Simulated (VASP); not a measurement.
Set up this calculation in VASP 6.6.1, as the native input.

```
Task                   : single point
Functional             : PBEsol
Potentials or basis    : VASP PAW PBE potentials, release 64 (Ba_sv, Ti_sv, O)
Cutoff                 : 600 eV
k mesh                 : 6 × 6 × 6
Occupations            : gaussian, width 0.01 eV
Spin                   : no spin polarisation
Dipole correction      : no
Further INCAR settings : ALGO = Normal; EDIFF = 1e-06; NBANDS = 28
```

The structure of BaTiO3 lies in POSCAR:

```
BaTiO3
1.0
    3.9855000000      0.0000000000      0.0000000000
    0.0000000000      2.8369000000     -2.8451500000
    0.0000000000      2.8369000000      2.8451500000
Ba Ti O
1 1 3
Direct
    0.0000000000      0.0000000000      0.0000000000
    0.5000000000      0.4876000000      0.5124000000
    0.0000000000      0.5126000000      0.4874000000
    0.5000000000      0.0081600000      0.5052400000
    0.5000000000      0.4947600000      0.9918400000
```

One way to write it, as run:

INCAR

```
SYSTEM = BaTiO3
PREC = Accurate
ENCUT = 600
EDIFF = 1E-6
ISMEAR = 0
SIGMA = 0.01
LREAL = .False.
LASPH = .True.
NELM = 120
ALGO = Normal
ISIF = 2
LWAVE = .False.
LCHARG = .False.
GGA = PS
NBANDS = 28
GGA_COMPAT = .False.
```

KPOINTS

```
regular mesh
0
Gamma
  6 6 6
  0 0 0
```

Potentials or basis: VASP PAW PBE potentials, release 64 (Ba_sv, Ti_sv, O).

Run with:

```sh
$ cat potpaw_PBE.64/Ba_sv/POTCAR potpaw_PBE.64/Ti_sv/POTCAR potpaw_PBE.64/O/POTCAR > POTCAR
$ mpirun -np 1 vasp_std > vasp.out
```

Results of the run:

```yaml
Pressure: -2.3 GPa
Largest_force: 0.280 eV/Å
Band_gap_on_the_k_mesh: 1.80 eV (least direct gap 2.01 eV)
```

Caveat: the PAW data sets were made with another functional, which shifts forces and pressure a little; spin-orbit coupling is left out, which moves the levels of the heavy elements.

Run time: 76 s on 1 thread of Intel(R) Xeon(R) Platinum 8375C CPU @ 2.90GHz (Ice Lake), with other jobs on the host, peak memory 0.25 GiB.
